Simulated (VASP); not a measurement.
Wanted: the native input for a VASP 6.6.1 run.

- Task: electric field gradients
- Functional: PBE
- Potentials or basis: VASP PAW PBE potentials, release 64 (Bi_d, Te)
- Cutoff: 400 eV
- k mesh: 4 × 4 × 4
- Occupations: gaussian, width 0.1 eV
- Spin: no spin polarisation
- Dipole correction: no
- Further INCAR settings: ALGO = Normal; EDIFF = 1e-08; NBANDS = 18

The structure of BiTe lies in POSCAR:

```
BiTe
1.0
    0.0000000000      3.2350000000      3.2350000000
    3.2350000000      0.0000000000      3.2350000000
    3.2350000000      3.2350000000      0.0000000000
Bi Te
1 1
Direct
    0.0000000000      0.0000000000      0.0000000000
    0.5000000000      0.5000000000      0.5000000000
```

One way to write it, as run:

INCAR

```
SYSTEM = BiTe
PREC = Accurate
ENCUT = 400
EDIFF = 1E-8
ISMEAR = 0
SIGMA = 0.1
LREAL = .FALSE.
LASPH = .TRUE.
NELM = 120
ALGO = Normal
ISIF = 2
LWAVE = .FALSE.
LCHARG = .FALSE.
GGA = PE
LEFG = .TRUE.
NBANDS = 18
GGA_COMPAT = .FALSE.
```

KPOINTS

```
Automatic mesh
0
G
  4 4 4
  0 0 0
```

Potentials or basis: VASP PAW PBE potentials, release 64 (Bi_d, Te).

The run is started by

```sh
$ cat potpaw_PBE.64/Bi_d/POTCAR potpaw_PBE.64/Te/POTCAR > POTCAR
$ mpirun -np 1 vasp_std > vasp.out
```

It gave:

```yaml
Pressure: 0.6 GPa
```

Caveat: the k points lie up to 0.42 Å⁻¹ apart; without QUAD_EFG the Cq values of the log hold for a quadrupole moment of 1 mb, not for the nuclei.

It took 18 s on 1 thread of AMD EPYC 7R13, on a shared host, peak memory 0.13 GiB.
